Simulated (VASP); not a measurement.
# Ti (P6_3/mmc) in VASP: single point with PBEsol

Aim: the single point of Ti with PBEsol.

Everything below comes from runs of VASP 6.6.1. Logs are shortened: lines on timing, memory, paths and dates and some standing lists are left out, and cuts for length are marked.

## 1. The cell of the first run

Symmetry: P6_3/mmc, No. 194, hexagonal system. The conventional cell has a = 2.900 Å, b = 2.900 Å, c = 4.591 Å, α = 90.00°, β = 90.00°, γ = 120.00°. Within 3.7 Å of Ti (site symmetry -6m2) lie 12 Ti at 2.84 to 2.90 Å.

## 2. Single point, PBEsol

Contents of INCAR:

```
PREC = Accurate
ENCUT = 520
EDIFF = 1E-6
ISMEAR = 0
SIGMA = 0.1
LREAL = F
LASPH = T
NELM = 60
ALGO = Fast
ISIF = 2
LWAVE = F
LCHARG = F
GGA = PS
ISYM = 0
NBANDS = 19
```

Contents of KPOINTS:

```
Automatic mesh
0
Gamma
  12 7 16
```

Contents of POSCAR:

```
Ti
1.0
    2.9004352004      0.0000000000      0.0000000000
   -1.4502176002      5.2332195203      0.0000000000
    1.4502176002      1.2056427672      2.2035922449
Ti
2
Direct
    0.0833333333      0.7500000000      0.5833333333
    0.9166666667      0.2500000000      0.4166666667
```

Potentials or basis: VASP PAW PBE potentials, release 64 (Ti_sv).

On the command line:

```sh
$ cat potpaw_PBE.64/Ti_sv/POTCAR > POTCAR
$ mpirun -np 1 vasp_std > vasp.out
```

OUTCAR:

```text
PREC = Accurate
   ENCUT = 520
   EDIFF = 1E-6
   ISMEAR = 0
   LREAL = F
   LASPH = T
   NELM = 60
   ISIF = 2
   GGA = PS
   ISYM = 0

 ion  position               nearest neighbor table
   1  0.083  0.750  0.583-   2 2.84   2 2.84   2 2.84   2 2.84   2 2.84   2 2.84
   2  0.917  0.250  0.417-   1 2.84   1 2.84   1 2.84   1 2.84   1 2.84   1 2.84

IMPORTANT INFORMATION: All symmetrisations will be switched off!
NOSYMM: (Re-)initialisation of all symmetry stuff for point group C_1.

----------------------------------------------------------------------------------------

                                     Primitive cell

  volume of cell :      33.4475

  direct lattice vectors                    reciprocal lattice vectors
     2.900435200  0.000000000  0.000000000     0.344775846  0.095543479 -0.279176561
    -1.450217600  5.233219520  0.000000000     0.000000000  0.191086958 -0.104548657
     1.450217600  1.205642767  2.203592245     0.000000000  0.000000000  0.453804465

  length of vectors
     2.900435200  5.430443595  2.900435200     0.453804465  0.217817922  0.453804465

  position of ions in fractional coordinates (direct lattice)
     0.083333333  0.750000000  0.583333333
     0.916666667  0.250000000  0.416666667

  ion indices of the primitive-cell ions
   primitive index   ion index
                 1           1
                 2           2

----------------------------------------------------------------------------------------

 KPOINTS: Automatic mesh

Automatic generation of k-mesh.
 Grid dimensions read from file:
 generate k-points for:   12    7   16

 Generating k-lattice:

  Cartesian coordinates                     Fractional coordinates (reciprocal lattice)
     0.028731321  0.007961957 -0.023264713     0.083333333 -0.000000000  0.000000000
     0.000000000  0.027298137 -0.014935522     0.000000000  0.142857143  0.000000000
     0.000000000  0.000000000  0.028362779     0.000000000  0.000000000  0.062500000

  Length of vectors
     0.037817039  0.031116846  0.028362779

  Shift w.r.t. Gamma in fractional coordinates (k-lattice)
     0.000000000  0.000000000  0.000000000

 -----------------------------------------------------------------------------
|                                                                             |
|           W    W    AA    RRRRR   N    N  II  N    N   GGGG   !!!           |
|           W    W   A  A   R    R  NN   N  II  NN   N  G    G  !!!           |
|           W    W  A    A  R    R  N N  N  II  N N  N  G       !!!           |
|           W WW W  AAAAAA  RRRRR   N  N N  II  N  N N  G  GGG   !            |
|           WW  WW  A    A  R   R   N   NN  II  N   NN  G    G                |
|           W    W  A    A  R    R  N    N  II  N    N   GGGG   !!!           |
|                                                                             |
|     Your reciprocal lattice and k-lattice belong to different lattice       |
|     classes:                                                                |
|                                                                             |
|        The reciprocal lattice is hexagonal,                                 |
|        whereas your k-lattice is triclinic.                                 |
|                                                                             |
|     Results are often still useful ...                                      |
|                                                                             |
 -----------------------------------------------------------------------------

 WARNING: IBZKPT: internal override: KBLOWUP is changed to .FALSE.
      ... skipping the blow-up phase ...

 Subroutine IBZKPT returns following result:
 ===========================================

 Found    674 irreducible k-points:

 Following reciprocal coordinates:
            Coordinates               Weight
  0.000000  0.000000  0.000000      1.000000
  0.083333 -0.000000  0.000000      2.000000
  0.166667 -0.000000  0.000000      2.000000
  0.250000 -0.000000  0.000000      2.000000
  0.333333 -0.000000  0.000000      2.000000
  0.416667 -0.000000  0.000000      2.000000
[... 16 lines left out ...]
  0.250000  0.285714  0.000000      2.000000
  0.333333  0.285714  0.000000      2.000000
 [... further k-points ...]
   k-points           NKPTS =    674   k-points in BZ     NKDIM =    674   number of bands    NBANDS=     19
   number of dos      NEDOS =    301   number of ions     NIONS =      2
   total plane-waves  NPLWV =  23040
   dimension x,y,z NGX =    24 NGY =   40 NGZ =   24
   dimension x,y,z NGXF=    48 NGYF=   80 NGZF=   48
   ions per type =               2
   NGX,Y,Z   is equivalent  to a cutoff of  13.76, 12.25, 13.76 a.u.
   NGXF,Y,Z  is equivalent  to a cutoff of  27.51, 24.49, 27.51 a.u.
 SYSTEM =  unknown system
   PREC   = accura    normal or accurate (medium, high low for compatibility)
   ISTART =      0    job   : 0-new  1-cont  2-samecut
   ICHARG =      2    charge: 1-file 2-atom 10-const
   ISPIN  =      1    spin polarized calculation?
   LNONCOLLINEAR =      F non collinear calculations
   LSORBIT =      F    spin-orbit coupling
   LASPH  =      T    aspherical Exc in radial PAW
   ENCUT  =  520.0 eV  38.22 Ry    6.18 a.u.   5.39 10.10  5.39*2*pi/ulx,y,z
   NELM   =     60;   NELMIN=  2; NELMDL= -5     # of ELM steps
   EDIFF  = 0.1E-05   stopping-criterion for ELM
   LREAL  =      F    real-space projection
   EDIFFG = 0.1E-04   stopping-criterion for IOM
   NSW    =      0    number of steps for IOM
   IBRION =     -1    ionic relax: 0-MD 1-quasi-New 2-CG
   NFREE  =      0    steps in history (QN), initial steepest desc. (CG)
   ISIF   =      2    stress and relaxation
   ISYM   =      0    0-nonsym 1-usesym 2-fastsym
   POTIM  = 0.5000    time-step for ionic-motion
   TEBEG  =    0.0;   TEEND  =   0.0 temperature during run
   PSTRESS=    0.0 pullay stress
   NELECT =      24.0000    total number of electrons
   NUPDOWN=      -1.0000    fix difference up-down
   EMIN   =  10.00;   EMAX   =-10.00  energy-range for DOS
   EFERMI =   0.00;   METHOD = LEGACY
   ISMEAR =     0;   SIGMA  =   0.10  broadening in eV -4-tet -1-fermi 0-gaus
   EFERMI_NEDOS =   21; number of points for ismear=-14 and -15
   IALGO  =     68    algorithm
   IMIX   =      4    mixing-type and parameters
     AMIX     =   0.40;   BMIX     =  1.00
     AMIX_MAG =   1.60;   BMIX_MAG =  1.00
  volume/ion in A,a.u.               =      16.72       112.86
  Fermi-wavevector in a.u.,A,eV,Ry     =   1.465629  2.769638 29.226255  2.148069
  Thomas-Fermi vector in A             =   2.581463
   LORBIT       =      0    0 simple, 1 ext, 2 COOP (PROOUT), +10 PAW based schemes
   GGA     = PS    functional components
   LHFCALC =     F    Hartree Fock is set to
   AEXX    =    0.0000 exact exchange contribution
   IVDW    =     0    specifies the selected vdW correction
   LEPSILON=     F    determine dielectric tensor
   LRPA    =     F    only Hartree local field effects (RPA)
 non-spin polarized calculation
 RMM-DIIS sequential band-by-band and
 Gauss-broadening in eV      SIGMA  =   0.10
  energy-cutoff  :      520.00
  volume of cell :       33.45
 maximum number of plane-waves:       929
 NGX is ok and might be reduce to    24
   NGX = 11   NGY = 21   NGZ = 11

 number of electron      24.0000002 magnetization

 Free energy of the ion-electron system (eV)
  ---------------------------------------------------
  ext. energy  EPLUGINS =         0.00000000
  ---------------------------------------------------
  free energy    TOTEN  =       -16.68317680 eV

  energy without entropy =      -16.67321861  energy(sigma->0) =      -16.67819770

 E-fermi :   8.6202     XC(G=0): -11.8175

 val. band max:        8.6191750686   @ k =   0.0000   0.4286   0.0000
 cond. band min:       8.6206358717   @ k =   0.1667  -0.0000   0.0000
 fundamental gap:      0.0014608031
 Fermi energy:         8.6202315567

 k-point     1 :       0.0000    0.0000    0.0000
  band No.  band energies     occupation
      1     -47.9543      2.00000
      2     -47.7913      2.00000
      3     -24.6935      2.00000
      4     -23.9609      2.00000
      5     -23.9601      2.00000
      6     -23.8809      2.00000
[... 11 lines left out ...]
     18      10.2939      0.00000
     19      11.9182      0.00000

 k-point     2 :       0.0833   -0.0000    0.0000
  band No.  band energies     occupation
      1     -47.9435      2.00000
      2     -47.7908      2.00000
      3     -24.6636      2.00000
      4     -23.9943      2.00000
      5     -23.9701      2.00000
      6     -23.9124      2.00000
[... 11 lines left out ...]
     18      10.2886      0.00000
     19      11.9812      0.00000

 k-point     3 :       0.1667   -0.0000    0.0000
  band No.  band energies     occupation
      1     -47.9141      2.00000
      2     -47.7896      2.00000
      3     -24.5868      2.00000
      4     -24.0830      2.00000
      5     -24.0350      2.00000
      6     -23.9944      2.00000
[... 11 lines left out ...]
     18      10.5741      0.00000
     19      12.0702      0.00000

 k-point     4 :       0.2500   -0.0000    0.0000
  band No.  band energies     occupation
      1     -47.8737      2.00000
      2     -47.7878      2.00000
      3     -24.5104      2.00000
      4     -24.2250      2.00000
      5     -24.1538      2.00000
      6     -24.0216      2.00000
[... 11 lines left out ...]
     18      11.0568      0.00000
     19      12.0620      0.00000

 k-point     5 :       0.3333   -0.0000    0.0000
  band No.  band energies     occupation
      1     -47.8329      2.00000
      2     -47.7860      2.00000
      3     -24.5137      2.00000
      4     -24.3918      2.00000
      5     -24.1605      2.00000
      6     -24.0402      2.00000
[... 11 lines left out ...]
     18      11.6272      0.00000
     19      12.0302      0.00000

 k-point     6 :       0.4167   -0.0000    0.0000
  band No.  band energies     occupation
      1     -47.8023      2.00000
      2     -47.7851      2.00000
      3     -24.5654      2.00000
      4     -24.5176      2.00000
      5     -24.1050      2.00000
      6     -24.0425      2.00000
[... 11 lines left out ...]
     18      12.1750      0.00000
     19      12.1848      0.00000

 k-point     7 :       0.5000   -0.0000    0.0000
  band No.  band energies     occupation
      1     -47.7880      2.00000
      2     -47.7879      2.00000
      3     -24.5770      2.00000
      4     -24.5768      2.00000
      5     -24.0634      2.00000
      6     -24.0631      2.00000
[... 11 lines left out ...]
     18      12.2793      0.00000
     19      12.6084      0.00000

 k-point     8 :       0.0000    0.1429    0.0000
  band No.  band energies     occupation
      1     -47.9463      2.00000
      2     -47.7994      2.00000
      3     -24.6549      2.00000
      4     -23.9553      2.00000
      5     -23.9544      2.00000
      6     -23.9229      2.00000
[... 256 lines left out ...]
 k-point    20 :       0.0000    0.2857    0.0000
  band No.  band energies     occupation
      1     -47.9240      2.00000
      2     -47.8223      2.00000
      3     -24.5459      2.00000
      4     -24.0396      2.00000
      5     -23.9394      2.00000
      6     -23.9386      2.00000
[... 11 lines left out ...]
     18      10.9118      0.00000
     19      11.8921      0.00000

 k-point    21 :       0.0833    0.2857    0.0000
  band No.  band energies     occupation
      1     -47.8992      2.00000
      2     -47.8360      2.00000
      3     -24.4533      2.00000
      4     -24.1468      2.00000
      5     -23.9556      2.00000
      6     -23.9357      2.00000
[... 11 lines left out ...]
     18      11.1866      0.00000
     19      11.8107      0.00000

 k-point    22 :       0.1667    0.2857    0.0000
  band No.  band energies     occupation
      1     -47.8629      2.00000
      2     -47.8415      2.00000
      3     -24.3718      2.00000
      4     -24.2794      2.00000
      5     -24.0020      2.00000
      6     -23.9721      2.00000
[... 11 lines left out ...]
     18      11.5790      0.00000
     19      11.6319      0.00000

 k-point    23 :       0.2500    0.2857    0.0000
  band No.  band energies     occupation
      1     -47.8377      2.00000
      2     -47.8241      2.00000
      3     -24.4080      2.00000
      4     -24.3630      2.00000
      5     -24.0551      2.00000
      6     -24.0216      2.00000
[... 11 lines left out ...]
     18      11.6395      0.00000
     19      11.8335      0.00000

 k-point    24 :       0.3333    0.2857    0.0000
  band No.  band energies     occupation
      1     -47.8266      2.00000
      2     -47.7923      2.00000
      3     -24.5074      2.00000
      4     -24.4178      2.00000
      5     -24.1290      2.00000
      6     -24.0281      2.00000
[... 11 lines left out ...]
     18      11.7540      0.00000
     19      11.9626      0.00000

 [... further k-points ...]

------------------------ aborting loop because EDIFF is reached ----------------------------------------

  FORCE on cell =-STRESS in cart. coord.  units (eV):
  Direction    XX          YY          ZZ          XY          YZ          ZX
  --------------------------------------------------------------------------------------
  -------------------------------------------------------------------------------------
  Total       -0.0939922     -0.0750508     -0.0714021     -0.0061967      0.0074345      0.0005879
  in kB       -4.5023469     -3.5950283     -3.4202506     -0.2968311      0.3561211      0.0281588
  external PRESSURE =      -3.8392086 kB  Pullay stress =       0.0000000 kB

 VOLUME and BASIS-vectors are now :
 -----------------------------------------------------------------------------
  energy-cutoff  :      520.00
  volume of cell :       33.45
      direct lattice vectors                 reciprocal lattice vectors
     2.900435200  0.000000000  0.000000000     0.344775846  0.095543479 -0.279176561
    -1.450217600  5.233219520  0.000000000     0.000000000  0.191086958 -0.104548657
     1.450217600  1.205642767  2.203592245     0.000000000  0.000000000  0.453804465

 POSITION                                       TOTAL-FORCE (eV/Angst)
 -----------------------------------------------------------------------------------
     -0.00000      4.62821      1.28543         0.000131     -0.002189     -0.002387
      2.90044      1.81066      0.91816        -0.000131      0.002189      0.002387
 -----------------------------------------------------------------------------------
    total drift:                                0.000003     -0.000002     -0.000012

  FREE ENERGIE OF THE ION-ELECTRON SYSTEM (eV)
  ---------------------------------------------------
  free  energy   TOTEN  =       -16.6831768044 eV

  energy  without entropy=      -16.6732186051  energy(sigma->0) =      -16.67819770
```

Run time: 33 min. Hardware: 1 thread of Intel Xeon 8259CL, shared host; peak memory 0.45 GiB.

Results:

```
Free energy            : -16.6832 eV
Pressure               : -0.4 GPa
Largest force          : 0.003 eV/Å
Band gap on the k mesh : zero (bands 12 and 13 overlap by 1.11 eV)
```

Forces in eV/Å, atoms in the order of the input:
```
Ti   0.000 -0.002 -0.002
Ti   0.000  0.002  0.002
```

Stress tensor (GPa, compression positive):
```
-0.45 -0.03  0.00
-0.03 -0.36  0.04
 0.00  0.04 -0.34
```

Levels at points of the mesh, in eV from the Fermi level:
| k point | band 10 | band 11 | band 12 | band 13 | band 14 | band 15 |
| --- | --- | --- | --- | --- | --- | --- |
| (0.00, 0.00, 0.00) | -2.80 | 0.78 | 0.78 | 0.89 | 0.92 | 1.31 |
| (0.50, 0.00, 0.00) | -2.66 | -0.87 | -0.87 | 1.43 | 1.43 | 1.79 |
| (0.00, 0.00, 0.50) | -2.66 | -0.87 | -0.87 | 1.43 | 1.43 | 1.79 |
| (0.50, 0.00, 0.50) | -2.28 | -1.96 | -0.59 | 0.46 | 0.65 | 1.23 |

Caveat: the PAW data sets were made with another functional, which shifts forces and pressure a little.
